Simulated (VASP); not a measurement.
Wanted: the native input for a VASP 6.6.1 run.

```
Task                   : relaxation of cell and atoms
Functional             : r2SCAN
Potentials or basis    : VASP PAW PBE potentials, release 64 (Ba_sv, Ti_sv, O)
Cutoff                 : 600 eV
k mesh                 : 6 × 6 × 6
Occupations            : gaussian, width 0.02 eV
Spin                   : no spin polarisation
Dipole correction      : no
Further INCAR settings : ALGO = Normal; EDIFF = 1e-07; IBRION = 2; EDIFFG = -0.01; NSW = 100; ISIF = 3
```

BaTiO3:

```
Ba Ti O
1.0
     2.84826    1.64444    2.33556
    -2.84826    1.64444    2.33556
     0.00000   -3.28888    2.33556
Ba Ti O
1 1 3
Direct
  0.00015 0.00015 0.00015
  0.51334 0.51334 0.51334
  0.48895 0.97972 0.48895
  0.48895 0.48895 0.97972
  0.97972 0.48895 0.48895
```

One way to write it, as run:

POSCAR

```
BaTiO3
1.0
    2.8482561214      1.6444414384      2.3355603327
   -2.8482561214      1.6444414384      2.3355603327
    0.0000000000     -3.2888828769      2.3355603327
Ba Ti O
1 1 3
Direct
    0.0001460400      0.0001460400      0.0001460400
    0.5133377100      0.5133377100      0.5133377100
    0.4889503100      0.9797166300      0.4889503100
    0.4889503100      0.4889503100      0.9797166300
    0.9797166300      0.4889503100      0.4889503100
```

INCAR.step1

```
  ALGO = Normal
  EDIFF = 1E-4
  ENCUT = 600
  GGA = PE
  ISMEAR = 0
  LASPH = T
  LCHARG = F
  LREAL = F
  LWAVE = T
  NELM = 80
  PREC = Accurate
  SIGMA = 0.02
```

INCAR.step2

```
  ALGO = Normal
  EDIFF = 1E-7
  EDIFFG = -0.01
  ENCUT = 600
  IBRION = 2
  ISIF = 3
  ISMEAR = 0
  ISTART = 1
  LASPH = T
  LCHARG = F
  LMIXTAU = T
  LREAL = F
  LWAVE = F
  METAGGA = R2SCAN
  NELM = 80
  NSW = 100
  PREC = Accurate
  SIGMA = 0.02
```

KPOINTS

```
k-points
0
Gamma
  6 6 6
```

Potentials or basis: VASP PAW PBE potentials, release 64 (Ba_sv, Ti_sv, O).

The run is started by

```bash
$ cat potpaw_PBE.64/Ba_sv/POTCAR potpaw_PBE.64/Ti_sv/POTCAR potpaw_PBE.64/O/POTCAR > POTCAR
$ cp INCAR.step1 INCAR
$ mpirun -np 1 vasp_std > vasp.out
$ cp INCAR.step2 INCAR
$ mpirun -np 1 vasp_std > vasp.out
```

It gave:

The relaxed volume is 13.13 Å³/atom and the relaxed cell is a = 4.034 Å, b = 4.034 Å, c = 4.034 Å, α = 89.82°, β = 89.82°, γ = 89.82°. The space group after relaxing (to 0.05 Å) is R3m (No. 160) and the energy gained by relaxing is 0.0 meV/atom. The ionic steps are 4 and the pressure after relaxing is 0.1 GPa. The largest force after relaxing is 0.007 eV/Å. The band gap on the k mesh is 2.75 eV, indirect (least direct gap 3.19 eV).

Caveat: the PAW data sets were made with another functional, which shifts forces and pressure a little; spin-orbit coupling is left out, which moves the levels of the heavy elements.

Run time: 7.6 min on 1 thread of Intel(R) Xeon(R) Platinum 8488C (Sapphire Rapids) (shared host), peak memory 0.25 GiB.
